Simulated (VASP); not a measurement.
# Hf (Fm-3m) in VASP: further runs

The runs below take Hf through single point, with PBE.

All numbers are computed with VASP 6.6.1; they aren't measurements. Logs are shortened: lines on timing, memory, paths and dates and some standing lists are left out, and cuts for length are marked.

## Step 1: The cell of the first run

Symmetry: Fm-3m, No. 225, cubic system. The conventional cell has a = 3.351 Å, b = 3.351 Å, c = 3.351 Å, α = 90.00°, β = 90.00°, γ = 90.00°. Within 3.1 Å of Hf (site symmetry m-3m) lie 12 Hf at 2.37 Å.

## Step 2: Single point, PBE

Contents of INCAR:

```
SYSTEM = Hf
ALGO     = Normal         ! electronic algorithm
EDIFF    = 1E-6           ! SCF threshold, eV
ENCUT    = 520            ! plane-wave cutoff, eV
GGA      = PE             ! functional
ISIF     = 2              ! what is computed and relaxed
ISMEAR   = -1             ! smearing method
LASPH    = .TRUE.         ! aspherical terms in the spheres
LCHARG   = .FALSE.        ! write CHGCAR
LREAL    = .FALSE.        ! projectors in reciprocal space
LWAVE    = .FALSE.        ! write WAVECAR
NBANDS   = 11             ! bands
NELM     = 100            ! most SCF steps
PREC     = Accurate       ! precision mode
SIGMA    = 0.08           ! smearing width, eV
```

Contents of KPOINTS:

```
k-points
0
G
  20 20 20
  0 0 0
```

Contents of POSCAR:

```
Hf
1.0
    0.0000000000      1.6752566999      1.6752566999
    1.6752566999      0.0000000000      1.6752566999
    1.6752566999      1.6752566999      0.0000000000
Hf
1
Direct
    0.0000000000      0.0000000000      0.0000000000
```

Potentials or basis: VASP PAW PBE potentials, release 64 (Hf_pv).

On the command line:

```sh
cat potpaw_PBE.64/Hf_pv/POTCAR > POTCAR
mpirun -np 1 vasp_std > vasp.out
```

OUTCAR:

```text
SYSTEM = Hf
   EDIFF = 1E-6
   ENCUT = 520
   GGA = PE
   ISIF = 2
   ISMEAR = -1
   LASPH = .TRUE.
   LREAL = .FALSE.
   NELM = 100
   PREC = Accurate

 ion  position               nearest neighbor table
   1  0.000  0.000  0.000-

  LATTYP: Found a face centered cubic cell.
 ALAT       =     3.3505133998

  Lattice vectors:

 A1 = (   0.0000000000,   1.6752566999,   1.6752566999)
 A2 = (   1.6752566999,   0.0000000000,   1.6752566999)
 A3 = (   1.6752566999,   1.6752566999,   0.0000000000)

Analysis of symmetry for initial positions (statically):
=====================================================================
 Subroutine PRICEL returns:
 Original cell was already a primitive cell.

 Routine SETGRP: Setting up the symmetry group for a
 face centered cubic supercell.

 Subroutine GETGRP returns: Found 48 space group operations
 (whereof 48 operations were pure point group operations)
 out of a pool of 48 trial point group operations.

The static configuration has the point symmetry O_h .

Analysis of symmetry for dynamics (positions and initial velocities):
=====================================================================
 Subroutine PRICEL returns:
 Original cell was already a primitive cell.

 Routine SETGRP: Setting up the symmetry group for a
 face centered cubic supercell.

 Subroutine GETGRP returns: Found 48 space group operations
 (whereof 48 operations were pure point group operations)
 out of a pool of 48 trial point group operations.

The dynamic configuration has the point symmetry O_h .

 Subroutine INISYM returns: Found 48 space group operations
 (whereof 48 operations are pure point group operations),
 and found     1 'primitive' translations

----------------------------------------------------------------------------------------

                                     Primitive cell

  volume of cell :       9.4032

  direct lattice vectors                    reciprocal lattice vectors
     0.000000000  1.675256700  1.675256700    -0.298461722  0.298461722  0.298461722
     1.675256700  0.000000000  1.675256700     0.298461722 -0.298461722  0.298461722
     1.675256700  1.675256700  0.000000000     0.298461722  0.298461722 -0.298461722

  length of vectors
     2.369170745  2.369170745  2.369170745     0.516950867  0.516950867  0.516950867

  position of ions in fractional coordinates (direct lattice)
     0.000000000  0.000000000  0.000000000

  ion indices of the primitive-cell ions
   primitive index   ion index
                 1           1

[... 78 lines left out ...]
   ISYM   =      2    0-nonsym 1-usesym 2-fastsym
   POTIM  = 0.5000    time-step for ionic-motion
   TEBEG  =    0.0;   TEEND  =   0.0 temperature during run
   PSTRESS=    0.0 pullay stress
   NELECT =      10.0000    total number of electrons
   NUPDOWN=      -1.0000    fix difference up-down
   EMIN   =  10.00;   EMAX   =-10.00  energy-range for DOS
   EFERMI =   0.00;   METHOD = LEGACY
   ISMEAR =    -1;   SIGMA  =   0.08  broadening in eV -4-tet -1-fermi 0-gaus
   EFERMI_NEDOS =   21; number of points for ismear=-14 and -15
   IALGO  =     38    algorithm
   IMIX   =      4    mixing-type and parameters
     AMIX     =   0.40;   BMIX     =  1.00
     AMIX_MAG =   1.60;   BMIX_MAG =  1.00
  volume/ion in A,a.u.               =       9.40        63.46
  Fermi-wavevector in a.u.,A,eV,Ry     =   1.671027  3.157783 37.991973  2.792331
  Thomas-Fermi vector in A             =   2.756422
   LORBIT       =      0    0 simple, 1 ext, 2 COOP (PROOUT), +10 PAW based schemes
   GGA     = PE    functional components
   LHFCALC =     F    Hartree Fock is set to
   AEXX    =    0.0000 exact exchange contribution
   IVDW    =     0    specifies the selected vdW correction
   LEPSILON=     F    determine dielectric tensor
   LRPA    =     F    only Hartree local field effects (RPA)
 non-spin polarized calculation
  energy-cutoff  :      520.00
  volume of cell :        9.40
 maximum number of plane-waves:       271
 NGX is ok and might be reduce to    18
   NGX =  9   NGY =  9   NGZ =  9

 number of electron      10.0000000 magnetization

 number of electron       9.9999999 magnetization

 Free energy of the ion-electron system (eV)
  ---------------------------------------------------
  ext. energy  EPLUGINS =         0.00000000
  ---------------------------------------------------
  free energy    TOTEN  =        -1.43290778 eV

  energy without entropy =       -1.42380067  energy(sigma->0) =       -1.42835422

 E-fermi :  13.0589     XC(G=0): -15.9469

 val. band max:       13.0555977855   @ k =  -0.2500   0.4500   0.2000
 cond. band min:      13.0771418541   @ k =  -0.3500   0.0500   0.0000
 fundamental gap:      0.0215440686
 Fermi energy:        13.0589298737

 k-point     1 :       0.0000    0.0000    0.0000
  band No.  band energies     occupation
      1     -13.8372      2.00000
      2     -13.8372      2.00000
      3     -13.8372      2.00000
      4       5.5485      2.00000
      5      13.4761      0.01082
      6      13.4761      0.01082
      7      13.4761      0.01082
      8      21.1577      0.00000
      9      21.1577      0.00000
     10      27.5009      0.00000
     11      27.5855      0.00000
[... 309 lines left out ...]
 k-point    24 :      -0.3500    0.0500    0.0000
  band No.  band energies     occupation
      1     -21.3678      2.00000
      2     -15.0596      2.00000
      3     -14.6808      2.00000
      4       6.7077      2.00000
      5      13.0771      0.88666
      6      13.3248      0.06956
      7      18.7579      0.00000
      8      23.2465      0.00000
      9      25.7950      0.00000
     10      27.4608      0.00000
     11      28.2600      0.00000

 [... further k-points ...]

------------------------ aborting loop because EDIFF is reached ----------------------------------------

  FORCE on cell =-STRESS in cart. coord.  units (eV):
  Direction    XX          YY          ZZ          XY          YZ          ZX
  --------------------------------------------------------------------------------------
  -------------------------------------------------------------------------------------
  Total       24.6962501     24.6962501     24.6962501      0.0000000      0.0000000     -0.0000000
  in kB     4207.9203584   4207.9203584   4207.9203584      0.0000000      0.0000000     -0.0000000
  external PRESSURE =    4207.9203584 kB  Pullay stress =       0.0000000 kB

 VOLUME and BASIS-vectors are now :
 -----------------------------------------------------------------------------
  energy-cutoff  :      520.00
  volume of cell :        9.40
      direct lattice vectors                 reciprocal lattice vectors
     0.000000000  1.675256700  1.675256700    -0.298461722  0.298461722  0.298461722
     1.675256700  0.000000000  1.675256700     0.298461722 -0.298461722  0.298461722
     1.675256700  1.675256700  0.000000000     0.298461722  0.298461722 -0.298461722

 POSITION                                       TOTAL-FORCE (eV/Angst)
 -----------------------------------------------------------------------------------
      0.00000      0.00000      0.00000        -0.000000     -0.000000     -0.000000
 -----------------------------------------------------------------------------------
    total drift:                                0.000000      0.000000     -0.000000

  FREE ENERGIE OF THE ION-ELECTRON SYSTEM (eV)
  ---------------------------------------------------
  free  energy   TOTEN  =        -1.4329077752 eV

  energy  without entropy=       -1.4238006688  energy(sigma->0) =       -1.42835422
```

stdout:

```text
POSCAR found type information on POSCAR Hf
 POSCAR found :  1 types and       1 ions
 scaLAPACK will be used
 LDA part: xc-table for (Slater+PW92), standard interpolation
 POSCAR, INCAR and KPOINTS ok, starting setup
 FFT: planning ... GRIDC
 FFT: planning ... GRID_SOFT
 FFT: planning ... GRID
 WAVECAR not read
 entering main loop
```

Wall time 34 s (1 thread of Intel Xeon 8259CL, shared host); peak memory 0.14 GiB.

What came out:

| Property | Result |
| --- | --- |
| Free energy | -1.4329 eV |
| Pressure | 420.8 GPa |
| Band gap on the k mesh | zero (band 5 reaches 14.35 eV, above the bottom of band 6 at 12.21 eV) |

Caveat: spin-orbit coupling is left out, which moves the levels of the heavy elements.

## Step 3: Single point, PBE

Contents of INCAR:

```
PREC     = Accurate       # precision mode
ENCUT    = 520            # plane-wave cutoff, eV
EDIFF    = 1E-6           # SCF threshold, eV
ISMEAR   = -1             # smearing method
SIGMA    = 0.08           # smearing width, eV
LREAL    = False          # projectors in reciprocal space
LASPH    = True           # aspherical terms in the spheres
NELM     = 60             # most SCF steps
ALGO     = Normal         # electronic algorithm
ISIF     = 2              # what is computed and relaxed
LWAVE    = False          # write WAVECAR
LCHARG   = False          # write CHGCAR
GGA      = PE             # functional
NBANDS   = 11             # bands
```

Contents of KPOINTS:

```
Automatic mesh
0
Gamma
  20 20 20
```

Contents of POSCAR:

```
Hf
1.0
    0.0000000000      1.6755840865      1.6755840865
    1.6755840865      0.0000000000      1.6755840865
    1.6755840865      1.6755840865      0.0000000000
Hf
1
Direct
    0.0000000000      0.0000000000      0.0000000000
```

Potentials or basis: VASP PAW PBE potentials, release 64 (Hf_pv).

On the command line:

```sh
cat potpaw_PBE.64/Hf_pv/POTCAR > POTCAR
mpirun -np 1 vasp_std > vasp.out
```

Wall time 35 s (1 thread of Intel Xeon 8259CL, shared host); peak memory 0.14 GiB.

It converged, with:

```yaml
Free_energy: -1.4474 eV
Pressure: 420.0 GPa
Band_gap_on_the_k_mesh: zero (band 5 reaches 14.34 eV, above the bottom of band 6 at 12.20 eV)
```

Levels at points of the mesh, in eV from the Fermi level:
```csv
k point,band 1,band 2,band 3,band 4,band 5,band 6,band 7,band 8,band 9,band 10
"(0.00, 0.00, 0.00)",-26.90,-26.90,-26.90,-7.51,0.42,0.42,0.42,8.10,8.10,14.44
"(0.50, 0.00, 0.00)",-35.61,-27.97,-27.97,-7.19,-0.42,-0.42,8.03,14.42,14.42,14.44
"(0.50, 0.50, 0.00)",-34.90,-30.03,-30.03,-9.67,-8.21,14.42,14.53,14.65,16.61,16.61
```

Caveat: spin-orbit coupling is left out, which moves the levels of the heavy elements.
